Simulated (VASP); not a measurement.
Input of a VASP 6.6.1 run:

File INCAR:

```
PREC = Accurate
ENCUT = 520
EDIFF = 1E-7
ISMEAR = 0
SIGMA = 0.1
LREAL = F
LASPH = T
NELM = 80
ALGO = Fast
ISIF = 2
LWAVE = F
LCHARG = F
GGA = PS
NBANDS = 18
```

File KPOINTS:

```
Automatic mesh
0
Gamma
  16 16 6
```

Contents of POSCAR:

```
Al3Cu
1.0
    2.7784054294      0.0000000000      0.0000000000
    0.0000000000      2.7784054294      0.0000000000
    0.0000000000      0.0000000000      7.5134034100
Al Cu
3 1
Direct
    0.0000000000      0.0000000000      0.5000000000
    0.5000000000      0.5000000000      0.2261155100
    0.5000000000      0.5000000000      0.7738844900
    0.0000000000      0.0000000000      0.0000000000
```

Potentials or basis: VASP PAW PBE potentials, release 64 (Al, Cu).

Command:

```sh
$ cat potpaw_PBE.64/Al/POTCAR potpaw_PBE.64/Cu/POTCAR > POTCAR
$ mpirun -np 1 vasp_std > vasp.out
```

Task: Estimate the pressure.

Result: 1.2 GPa.

Task: What does it give for the largest force?

Result: 0.201 eV/Å.

Task: Estimate the band gap on the k mesh.

Result: Zero (band 10 reaches 13.00 eV, above the bottom of band 11 at 6.70 eV).

Forces in eV/Å, atoms in the order of the input:
```
Al   0.000  0.000  0.000
Al   0.000  0.000 -0.201
Al   0.000  0.000  0.201
Cu   0.000  0.000  0.000
```

Caveat: the PAW data sets were made with another functional, which shifts forces and pressure a little.
